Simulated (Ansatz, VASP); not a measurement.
# One calculation of Cu, two programs

File POSCAR:

```
Cu
1.0
   -1.3995095204      1.3995095204      1.3347990065
    1.3995095204     -1.3995095204      1.3347990065
    1.3995095204      1.3995095204     -1.3347990065
Cu
1
Direct
    0.0000000000      0.0000000000      0.0000000000
```

INCAR.step1

```
SYSTEM = Cu
  PREC = Accurate
  ENCUT = 520
  ISMEAR = 0
  SIGMA = 0.15
  LREAL = .False.
  LASPH = .True.
  NELM = 60
  NBANDS = 12
  GGA = PE
  ALGO = Normal
  EDIFF = 1E-4
  LWAVE = .True.
  LCHARG = .False.
```

File INCAR.step2:

```
SYSTEM = Cu
  PREC = Accurate
  ENCUT = 520
  EDIFF = 1E-6
  ISMEAR = 0
  SIGMA = 0.15
  LREAL = .False.
  LASPH = .True.
  NELM = 60
  ALGO = Normal
  ISIF = 2
  LWAVE = .False.
  LCHARG = .False.
  METAGGA = R2SCAN
  LMIXTAU = .True.
  NBANDS = 12
  ISTART = 1
```

Contents of KPOINTS:

```
regular mesh
0
Gamma
  24 24 24
  0 0 0
```

Input for Ansatz:

```yaml
crystal:
  lattice:
    - [-1.3995095204, 1.3995095204, 1.3347990065]
    - [1.3995095204, -1.3995095204, 1.3347990065]
    - [1.3995095204, 1.3995095204, -1.3347990065]
  atoms:
    - { symbol: Cu, position: [0.0, 0.0, 0.0] }
basis:
  ecutwfc: 500
kpoints:
  mp_grid: { grid: [24, 24, 24] }
hamiltonian:
  xc: r2scan
scf:
  occupations: { method: gaussian, width: 0.15 }
output:
  forces: true
  stress: true
  eigenvalues: true
```

Change from the starting cell: strain -0.030 along x and y, -0.030 along z, atoms carried along.

Alike in both runs: task single point; functional r2SCAN; k mesh 24 × 24 × 24; occupations gaussian, width 0.15 eV; no spin polarisation.

|  | VASP | Ansatz |
| --- | --- | --- |
| version | VASP 6.6.1 | Ansatz 0.2.0 |
| potentials or method | VASP PAW PBE potentials, release 64 (Cu), cutoff 520 eV | scalar-relativistic, plane waves, PAW |
| valence electrons in the cell | 11 | 19 |

```csv
,VASP,Ansatz,Ansatz less VASP
gap on the k mesh at the Fermi level (eV),none,none,-
pressure (GPa),19.7,19.0,-0.77
"traceless stress, the component that is largest in VASP (GPa)",0.34,0.32,-0.019
```

VASP's potentials were made for PBE, not for r2SCAN. A gap of «none» marks a metal or a gap that the smearing closes. VASP's potentials hold 11 valence electrons a cell and Ansatz's 19, so a difference there can come from the potentials and not from the codes.
